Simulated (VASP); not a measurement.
Set up this calculation in VASP 6.6.1, as the native input.

```yaml
Task: single point
Functional: LDA
Potentials_or_basis: VASP PAW LDA potentials, release 64 (Si, O_h)
Cutoff: 1340 eV
k_mesh: 6 × 6 × 10
Occupations: gaussian, width 0.05 eV
Spin: no spin polarisation
Dipole_correction: no
Further_INCAR_settings: ALGO = Normal; EDIFF = 1e-06; NBANDS = 25
```

The structure of SiO2 lies in POSCAR:

```
SiO2
1.0
    3.8684602539      0.0000000000      0.0000000000
    0.0000000000      3.8684602539      0.0000000000
    0.0000000000      0.0000000000      2.9721380131
Si O
2 4
Direct
    0.5000000000      0.5000000000      0.5000000000
    0.0000000000      0.0000000000      0.0000000000
    0.6944252994      0.6944252994      0.0000000000
    0.1944252994      0.8055747006      0.5000000000
    0.3055747006      0.3055747006      0.0000000000
    0.8055747006      0.1944252994      0.5000000000
```

These files were run (other wordings do the same):

INCAR

```
PREC = Accurate ; ENCUT = 1340
EDIFF = 1E-6 ; ISMEAR = 0
SIGMA = 0.05 ; LREAL = F
LASPH = T ; NELM = 120
ALGO = Normal ; ISIF = 2
LWAVE = F ; LCHARG = F
NBANDS = 25 ; GGA_COMPAT = F
```

KPOINTS

```
Automatic mesh
0
Gamma
  6 6 10
```

Potentials or basis: VASP PAW LDA potentials, release 64 (Si, O_h).

Command:

```bash
$ cat potpaw_LDA.64/Si/POTCAR potpaw_LDA.64/O_h/POTCAR > POTCAR
$ mpirun -np 1 vasp_std > vasp.out
```

It gave:

```
Pressure               : 11.8 GPa
Largest force          : 0.693 eV/Å
Band gap on the k mesh : 4.74 eV
```

Caveat: the stress differs along the axes, from -38 to 37 GPa.

Wall time 2.1 min on 1 thread of AMD EPYC 9R45 96-Core Processor (Zen 5), on a shared host, peak memory 0.32 GiB.
